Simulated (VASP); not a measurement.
# CdTe (Fm-3m) in VASP: a series of runs, part 2 of 2

VASP 6.6.1.

**5. Single point, LDA**

This run uses another cell than the first one, of 32.92 Å³/atom, 1.088 times its volume.

Contents of INCAR:

```
SYSTEM = CdTe
PREC = Accurate ; ENCUT = 520
EDIFF = 1E-6 ; ISMEAR = 0
SIGMA = 0.05 ; LREAL = .FALSE.
LASPH = .TRUE. ; NELM = 80
ALGO = Normal ; ISIF = 2
LWAVE = .FALSE. ; LCHARG = .FALSE.
NBANDS = 16
```

Contents of KPOINTS:

```
regular mesh
0
G
  6 6 6
  0 0 0
```

Contents of POSCAR:

```
CdTe
1.0
    0.0000000000      3.2049986979      3.2049986979
    3.2049986979      0.0000000000      3.2049986979
    3.2049986979      3.2049986979      0.0000000000
Cd Te
1 1
Direct
    0.5000000000      0.5000000000      0.5000000000
    0.0000000000      0.0000000000      0.0000000000
```

Potentials or basis: VASP PAW LDA potentials, release 64 (Cd, Te).

Launch:

```console
> cat potpaw_LDA.64/Cd/POTCAR potpaw_LDA.64/Te/POTCAR > POTCAR
> mpirun -np 1 vasp_std > vasp.out
```

OUTCAR:

```text
SYSTEM = CdTe
   PREC = Accurate
   ENCUT = 520
   EDIFF = 1E-6
   ISMEAR = 0
   LREAL = .FALSE.
   LASPH = .TRUE.
   NELM = 80
   ISIF = 2

 ion  position               nearest neighbor table
   1  0.500  0.500  0.500-   2 3.20   2 3.20   2 3.20   2 3.20   2 3.20   2 3.20
   2  0.000  0.000  0.000-   1 3.20   1 3.20   1 3.20   1 3.20   1 3.20   1 3.20

  LATTYP: Found a face centered cubic cell.
 ALAT       =     6.4099973958

  Lattice vectors:

 A1 = (   0.0000000000,   3.2049986979,   3.2049986979)
 A2 = (   3.2049986979,   0.0000000000,   3.2049986979)
 A3 = (   3.2049986979,   3.2049986979,   0.0000000000)

[... 478 lines left out ...]

  FORCE on cell =-STRESS in cart. coord.  units (eV):
  Direction    XX          YY          ZZ          XY          YZ          ZX
  --------------------------------------------------------------------------------------
  -------------------------------------------------------------------------------------
  Total       -3.2378111     -3.2378111     -3.2378111      0.0000000     -0.0000000      0.0000000
  in kB      -78.7859041    -78.7859041    -78.7859041      0.0000000     -0.0000000      0.0000000
  external PRESSURE =     -78.7859041 kB  Pullay stress =       0.0000000 kB

 VOLUME and BASIS-vectors are now :
 -----------------------------------------------------------------------------
  energy-cutoff  :      520.00
  volume of cell :       65.84
      direct lattice vectors                 reciprocal lattice vectors
     0.000000000  3.204998698  3.204998698    -0.156006304  0.156006304  0.156006304
     3.204998698  0.000000000  3.204998698     0.156006304 -0.156006304  0.156006304
     3.204998698  3.204998698  0.000000000     0.156006304  0.156006304 -0.156006304

 POSITION                                       TOTAL-FORCE (eV/Angst)
 -----------------------------------------------------------------------------------
      3.20500      3.20500      3.20500         0.000000      0.000000      0.000000
      0.00000      0.00000      0.00000        -0.000000     -0.000000     -0.000000
 -----------------------------------------------------------------------------------
    total drift:                                0.000000      0.000000      0.000000

  FREE ENERGIE OF THE ION-ELECTRON SYSTEM (eV)
  ---------------------------------------------------
  free  energy   TOTEN  =        -5.3856151854 eV

  energy  without entropy=       -5.3832350373  energy(sigma->0) =       -5.38442511
```

stdout:

```text
POSCAR found type information on POSCAR CdTe
 POSCAR found :  2 types and       2 ions
 scaLAPACK will be used
 LDA part: xc-table for (Slater(with rela. corr.)+CA(PZ))
 , standard interpolation
 POSCAR, INCAR and KPOINTS ok, starting setup
 FFT: planning ... GRIDC
 FFT: planning ... GRID_SOFT
 FFT: planning ... GRID
 WAVECAR not read
 entering main loop
```

Wall time 21 s (1 thread of Intel Xeon Platinum 8259CL at 2.50GHz (Skylake/Cascade Lake), shared host); peak memory 0.18 GiB.

What came out:

* Free energy: -5.3856 eV
* Pressure: -7.9 GPa
* Band gap on the k mesh: zero (band 9 reaches 2.43 eV, above the bottom of band 10 at 1.04 eV)

Caveat: spin-orbit coupling is left out, which moves the levels of the heavy elements.

**6. Single point, RPBE+D4**

This run uses another cell than the first one, of 32.92 Å³/atom, 1.088 times its volume.

Contents of INCAR:

```
PREC = Accurate
ENCUT = 520
EDIFF = 1E-6
ISMEAR = 0
SIGMA = 0.05
LREAL = F
LASPH = T
NELM = 60
ALGO = Normal
ISIF = 2
LWAVE = F
LCHARG = F
GGA = RP
IVDW = 13
NBANDS = 16
```

Contents of KPOINTS:

```
regular mesh
0
Gamma
  6 6 6
```

POSCAR is that of step 5.

Potentials or basis: VASP PAW PBE potentials, release 64 (Cd, Te).

Launch:

```console
> cat potpaw_PBE.64/Cd/POTCAR potpaw_PBE.64/Te/POTCAR > POTCAR
> mpirun -np 1 vasp_std > vasp.out
```

It took 22 s on 1 thread of Intel Xeon Platinum 8259CL at 2.50GHz (Skylake/Cascade Lake), shared host; peak memory 0.21 GiB.

The run converged. Its results:

```yaml
Free_energy: -5.0610 eV
Pressure: -6.5 GPa
Band_gap_on_the_k_mesh: zero (band 9 reaches 2.75 eV, above the bottom of band 10 at 1.57 eV)
Dispersion_energy_per_atom: -0.698 eV
```

Levels at points of the mesh, in eV from the Fermi level:
```tsv
k point	band 6	band 7	band 8	band 9	band 10	band 11	band 12	band 13
(0.00, 0.00, 0.00)	-8.18	-0.37	-0.37	-0.37	-0.23	7.01	7.01	7.01
(0.50, 0.00, 0.00)	-8.13	-4.42	-0.11	-0.11	2.81	3.95	4.06	4.06
(0.50, 0.50, 0.00)	-7.65	-3.29	-1.64	-1.64	-1.19	4.52	8.31	8.31
```

Caveat: the PAW data sets were made with another functional, which shifts forces and pressure a little; spin-orbit coupling is left out, which moves the levels of the heavy elements; pairwise dispersion overbinds metals, which lowers pressure and volume.

**7. Overview**

```tsv
level	potentials or basis	cell	gap on the mesh (eV)	pressure (GPa)
revPBE	VASP PAW PBE potentials, release 64 (Cd, Te)	a = 4.407 Å, angles 60.0°, 2 atoms	none	-0.6
revPBE	VASP PAW PBE potentials, release 64 (Cd, Te)	a = 4.435 Å, angles 60.0°, 2 atoms	none	-1.3
revPBE	VASP PAW PBE potentials, release 64 (Cd, Te)	a = 4.533 Å, angles 60.0°, 2 atoms	none	-3.2
LDA	VASP PAW LDA potentials, release 64 (Cd, Te)	a = 4.533 Å, angles 60.0°, 2 atoms	none	-7.9
RPBE+D4	VASP PAW PBE potentials, release 64 (Cd, Te)	a = 4.533 Å, angles 60.0°, 2 atoms	none	-6.5
```

Alike in all rows: task single point; no spin polarisation; k mesh 6 × 6 × 6; cutoff (eV) 520; smearing gaussian 0.05 eV.

Caveats: spin-orbit coupling is left out, which moves the levels of the heavy elements; the PAW data sets were made with another functional, which shifts forces and pressure a little (some runs); pairwise dispersion overbinds metals, which lowers pressure and volume (some runs).

Absolute energies hang on the potentials; compare differences alone.
